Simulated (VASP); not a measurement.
## Na: single point with r2SCAN

The system is Na.

```xyz
2
Lattice="3.7670 0.0000 0.0000 -1.8835 3.2623 0.0000 0.0000 0.0000 6.1540" Properties=species:S:1:pos:R:3 pbc="T T T"
Na    1.8835    1.0874    4.6155
Na    0.0000    2.1749    1.5385
```

```
Program             : VASP 6.6.1
Task                : single point
Functional          : r2SCAN
Potentials or basis : VASP PAW PBE potentials, release 64 (Na_pv)
Cutoff              : 520 eV
k mesh              : 8 × 8 × 5
Occupations         : fermi-dirac, width 0.05 eV
Spin                : no spin polarisation
```

```json
{
 "Pressure": "0.0 GPa",
 "Band gap on the k mesh": "zero (band 7 reaches 1.76 eV, above the bottom of band 8 at -1.60 eV)"
}
```

Stress tensor (GPa, compression positive):
```
 0.12  0.00  0.00
 0.00  0.12  0.00
 0.00  0.00 -0.14
```

Levels at points of the mesh, in eV from the Fermi level:
```
           k point  band 3  band 4  band 5  band 6  band 7  band 8  band 9  band 10  band 11  band 12
(0.00, 0.00, 0.00)  -25.98  -25.98  -25.98  -25.98   -3.40    0.54    1.19    10.58    10.58    11.07
(0.50, 0.00, 0.00)  -26.00  -25.99  -25.99  -25.98    0.24    0.49    4.04     4.14     4.76     4.95
```

It took 62 s on 1 thread of Intel(R) Xeon(R) Platinum 8375C CPU @ 2.90GHz (Ice Lake), on a shared host, peak memory 0.19 GiB.

Caveat: the PAW data sets were made with another functional, which shifts forces and pressure a little.
